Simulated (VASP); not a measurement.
# Eu (Im-3m) in VASP: notebook

Aim: see how the results for Eu move with the level of theory and the settings. Levels: PBE, r2SCAN. Tasks: single point.

Program: VASP 6.6.1. These are calculated values, not measurements. Logs are shortened: lines on timing, memory, paths and dates and some standing lists are left out, and cuts for length are marked.

## Step 1: The cell of the first run

It takes space group Im-3m (No. 229, cubic). Conventional cell: a = 4.696 Å, b = 4.696 Å, c = 4.696 Å, α = 90.00°, β = 90.00°, γ = 90.00°. Eu (site symmetry m-3m) has 14 Eu at 4.07 to 4.70 Å within 5.3 Å.

## Step 2: Single point, PBE, collinear spin, ferromagnetic start

Input file INCAR:

```
PREC = Accurate
ENCUT = 520
EDIFF = 1E-6
ISMEAR = -1
SIGMA = 0.05
LREAL = F
LASPH = T
NELM = 150
ALGO = Fast
ISIF = 2
LWAVE = F
LCHARG = T
ISPIN = 2
MAGMOM = 7
LORBIT = 11
LMAXMIX = 6
GGA = PE
LELF = T
LVHAR = T
NBANDS = 18
```

Input file KPOINTS:

```
Automatic mesh
0
Gamma
  8 8 8
```

Input file POSCAR:

```
Eu
1.0
   -2.3481683300      2.3481683300      2.3481683300
    2.3481683300     -2.3481683300      2.3481683300
    2.3481683300      2.3481683300     -2.3481683300
Eu
1
Direct
    0.0000000000      0.0000000000      0.0000000000
```

Potentials or basis: VASP PAW PBE potentials, release 64 (Eu).

The run is started by

```bash
cat potpaw_PBE.64/Eu/POTCAR > POTCAR
mpirun -np 1 vasp_std > vasp.out
```

OUTCAR:

```text
PREC = Accurate
   ENCUT = 520
   EDIFF = 1E-6
   ISMEAR = -1
   LREAL = F
   LASPH = T
   NELM = 150
   ISIF = 2
   ISPIN = 2
   LORBIT = 11
   GGA = PE

 ion  position               nearest neighbor table
   1  0.000  0.000  0.000-

  LATTYP: Found a body centered cubic cell.
 ALAT       =     4.6963366600

  Lattice vectors:

 A1 = (  -2.3481683300,   2.3481683300,   2.3481683300)
 A2 = (   2.3481683300,  -2.3481683300,   2.3481683300)
 A3 = (   2.3481683300,   2.3481683300,  -2.3481683300)

Analysis of symmetry for initial positions (statically):
=====================================================================
 Subroutine PRICEL returns:
 Original cell was already a primitive cell.

 Routine SETGRP: Setting up the symmetry group for a
 body centered cubic supercell.

 Subroutine GETGRP returns: Found 48 space group operations
 (whereof 48 operations were pure point group operations)
 out of a pool of 48 trial point group operations.

The static configuration has the point symmetry O_h .

Analysis of symmetry for dynamics (positions and initial velocities):
=====================================================================
 Subroutine PRICEL returns:
 Original cell was already a primitive cell.

 Routine SETGRP: Setting up the symmetry group for a
 body centered cubic supercell.

 Subroutine GETGRP returns: Found 48 space group operations
 (whereof 48 operations were pure point group operations)
 out of a pool of 48 trial point group operations.

The dynamic configuration has the point symmetry O_h .

Analysis of structural, dynamic, and magnetic symmetry:
=====================================================================
 Subroutine PRICEL returns:
 Original cell was already a primitive cell.

 Routine SETGRP: Setting up the symmetry group for a
 body centered cubic supercell.

 Subroutine GETGRP returns: Found 48 space group operations
 (whereof 48 operations were pure point group operations)
 out of a pool of 48 trial point group operations.

The overall configuration has the point symmetry O_h .

 Subroutine INISYM returns: Found 48 space group operations
 (whereof 48 operations are pure point group operations),
 and found     1 'primitive' translations

----------------------------------------------------------------------------------------

                                     Primitive cell

[... 94 lines left out ...]
   ISIF   =      2    stress and relaxation
   ISYM   =      2    0-nonsym 1-usesym 2-fastsym
   POTIM  = 0.5000    time-step for ionic-motion
   TEBEG  =    0.0;   TEEND  =   0.0 temperature during run
   PSTRESS=    0.0 pullay stress
   NELECT =      17.0000    total number of electrons
   NUPDOWN=      -1.0000    fix difference up-down
   EMIN   =  10.00;   EMAX   =-10.00  energy-range for DOS
   EFERMI =   0.00;   METHOD = LEGACY
   ISMEAR =    -1;   SIGMA  =   0.05  broadening in eV -4-tet -1-fermi 0-gaus
   EFERMI_NEDOS =   21; number of points for ismear=-14 and -15
   IALGO  =     68    algorithm
   IMIX   =      4    mixing-type and parameters
     AMIX     =   0.40;   BMIX     =  1.00
     AMIX_MAG =   1.60;   BMIX_MAG =  1.00
  volume/ion in A,a.u.               =      51.79       349.50
  Fermi-wavevector in a.u.,A,eV,Ry     =   1.129298  2.134064 17.351702  1.275314
  Thomas-Fermi vector in A             =   2.265991
   LORBIT       =     11    0 simple, 1 ext, 2 COOP (PROOUT), +10 PAW based schemes
   GGA     = PE    functional components
   LHFCALC =     F    Hartree Fock is set to
   AEXX    =    0.0000 exact exchange contribution
   IVDW    =     0    specifies the selected vdW correction
   LEPSILON=     F    determine dielectric tensor
   LRPA    =     F    only Hartree local field effects (RPA)
 spin polarized calculation
 RMM-DIIS sequential band-by-band and
  energy-cutoff  :      520.00
  volume of cell :       51.79
 maximum number of plane-waves:      1433
   NGX = 15   NGY = 15   NGZ = 15

 number of electron      16.9999992 magnetization       7.3967075

 Free energy of the ion-electron system (eV)
  ---------------------------------------------------
  ext. energy  EPLUGINS =         0.00000000
  ---------------------------------------------------
  free energy    TOTEN  =       -11.36474445 eV

  energy without entropy =      -11.35083713  energy(sigma->0) =      -11.35779079

 E-fermi :   1.4104     XC(G=0):  -8.0287

 val. band max:        1.3956245707   @ k =   0.2500   0.2500   0.2500
 cond. band min:       1.4206843020   @ k =  -0.3750   0.3750   0.3750
 fundamental gap:      0.0250597313
 Fermi energy:         1.4103501471

 spin component 1

 k-point     1 :       0.0000    0.0000    0.0000
  band No.  band energies     occupation
      1     -40.4276      1.00000
      2     -19.1072      1.00000
      3     -19.1072      1.00000
      4     -19.1072      1.00000
      5      -2.6752      1.00000
      6       0.8885      0.99997
[... 493 lines left out ...]
     17       5.1388      0.00000
     18       8.0431      0.00000

 [... further k-points ...]

 spin component 2

 k-point     1 :       0.0000    0.0000    0.0000
  band No.  band energies     occupation
      1     -37.2677      1.00000
      2     -16.7681      1.00000
      3     -16.7681      1.00000
      4     -16.7681      1.00000
      5      -1.9582      1.00000
      6       3.9737      0.00000
[... 493 lines left out ...]
     17       6.5415      0.00000
     18       9.2099      0.00000

 [... further k-points ...]
[... 5 lines left out ...]
  --------------------------------------------------------------------------------------
  -------------------------------------------------------------------------------------
  Total       -0.7503882     -0.7503882     -0.7503882      0.0000000      0.0000000      0.0000000
  in kB      -23.2139439    -23.2139439    -23.2139439      0.0000000      0.0000000      0.0000000
  external PRESSURE =     -23.2139439 kB  Pullay stress =       0.0000000 kB

 VOLUME and BASIS-vectors are now :
 -----------------------------------------------------------------------------
  energy-cutoff  :      520.00
  volume of cell :       51.79
      direct lattice vectors                 reciprocal lattice vectors
    -2.348168330  2.348168330  2.348168330     0.000000000  0.212931924  0.212931924
     2.348168330 -2.348168330  2.348168330     0.212931924  0.000000000  0.212931924
     2.348168330  2.348168330 -2.348168330     0.212931924  0.212931924  0.000000000

 POSITION                                       TOTAL-FORCE (eV/Angst)
 -----------------------------------------------------------------------------------
      0.00000      0.00000      0.00000         0.000000      0.000000      0.000000
 -----------------------------------------------------------------------------------
    total drift:                               -0.000000     -0.000000      0.000000

  FREE ENERGIE OF THE ION-ELECTRON SYSTEM (eV)
  ---------------------------------------------------
  free  energy   TOTEN  =       -11.3647444453 eV

  energy  without entropy=      -11.3508371265  energy(sigma->0) =      -11.35779079

 total charge

# of ion       s       p       d       f       tot
--------------------------------------------------
    1        2.076   5.723   0.214   6.701  14.714

 magnetization (x)

# of ion       s       p       d       f       tot
--------------------------------------------------
    1       -0.005  -0.098   0.118   6.700   6.715
```

Wall time 3.1 min (1 thread of AMD EPYC 7R13, shared host); peak memory 0.22 GiB.

What came out:

```yaml
Free_energy: -11.3647 eV
Pressure: -2.3 GPa
Net_moment: 7.40 μB per cell
Site_moments: Eu +6.71 μB
Valence_electrons_inside_the_program's_atomic_spheres: Eu 14.71
```

Caveat: spin-orbit coupling is left out, which moves the levels of the heavy elements; semilocal functionals describe open f shells poorly, which spoils levels, moments and volumes.

## Step 3: Single point, r2SCAN, collinear spin, ferromagnetic start

This run uses another cell than the first one, of 45.93 Å³/atom.

Input file POSCAR:

```
Eu
1.0
   -2.2559868084      2.2559868084      2.2559868084
    2.2559868084     -2.2559868084      2.2559868084
    2.2559868084      2.2559868084     -2.2559868084
Eu
1
Direct
    0.0000000000      0.0000000000      0.0000000000
```

Input file INCAR.step1:

```
SYSTEM = Eu
  PREC = Accurate
  ENCUT = 520
  ISMEAR = -1
  SIGMA = 0.05
  LREAL = .FALSE.
  LASPH = .TRUE.
  NELM = 150
  ISPIN = 2
  MAGMOM = 7
  LMAXMIX = 6
  NBANDS = 18
  GGA = PE
  ALGO = Normal
  EDIFF = 1E-4
  LWAVE = .TRUE.
  LCHARG = .FALSE.
```

Input file INCAR.step2:

```
SYSTEM = Eu
  PREC = Accurate
  ENCUT = 520
  EDIFF = 1E-6
  ISMEAR = -1
  SIGMA = 0.05
  LREAL = .FALSE.
  LASPH = .TRUE.
  NELM = 150
  ALGO = Normal
  ISIF = 2
  LWAVE = .FALSE.
  LCHARG = .FALSE.
  ISPIN = 2
  MAGMOM = 7
  LORBIT = 11
  LMAXMIX = 6
  METAGGA = R2SCAN
  LMIXTAU = .TRUE.
  NBANDS = 18
  ISTART = 1
```

Input file KPOINTS:

```
Automatic mesh
0
G
  8 8 8
  0 0 0
```

Potentials or basis: VASP PAW PBE potentials, release 64 (Eu).

The run is started by

```bash
cat potpaw_PBE.64/Eu/POTCAR > POTCAR
cp INCAR.step1 INCAR
mpirun -np 1 vasp_std > vasp.out
cp INCAR.step2 INCAR
mpirun -np 1 vasp_std > vasp.out
```

Run time: 4.9 min. Hardware: 1 thread of AMD EPYC 7R13, shared host; peak memory 0.22 GiB.

It converged, with:

- Free energy: -39.6613 eV
- Pressure: -0.9 GPa
- Net moment: 7.77 μB per cell
- Site moments: Eu +6.71 μB
- Valence electrons inside the program's atomic spheres: Eu 14.79

Levels at points of the mesh, in eV from the Fermi level:
Spin up:
| k point | band 8 | band 9 | band 10 | band 11 | band 12 | band 13 | band 14 | band 15 | band 16 | band 17 |
| --- | --- | --- | --- | --- | --- | --- | --- | --- | --- | --- |
| (0.00, 0.00, 0.00) | -0.61 | -0.52 | -0.52 | -0.52 | -0.49 | 1.97 | 1.97 | 1.97 | 3.42 | 3.42 |
| (0.50, 0.00, 0.00) | -0.63 | -0.52 | -0.51 | -0.49 | -0.48 | 0.23 | 0.54 | 3.39 | 4.06 | 5.64 |
| (0.50, 0.50, 0.50) | -0.62 | -0.62 | -0.62 | -0.43 | -0.43 | -0.43 | 4.62 | 4.62 | 4.62 | 5.13 |
Spin down:
```csv
k point,band 1,band 2,band 3,band 4,band 5,band 6,band 7,band 8,band 9,band 10
"(0.00, 0.00, 0.00)",-39.43,-18.48,-18.48,-18.48,-3.13,3.19,3.19,3.19,5.06,5.06
"(0.50, 0.00, 0.00)",-39.39,-18.92,-18.62,-18.48,-0.45,1.74,1.78,4.91,5.20,5.65
"(0.50, 0.50, 0.50)",-39.37,-18.79,-18.79,-18.79,0.23,0.23,4.95,4.95,4.95,5.60
```

Caveat: the PAW data sets were made with another functional, which shifts forces and pressure a little; spin-orbit coupling is left out, which moves the levels of the heavy elements; semilocal functionals describe open f shells poorly, which spoils levels, moments and volumes.
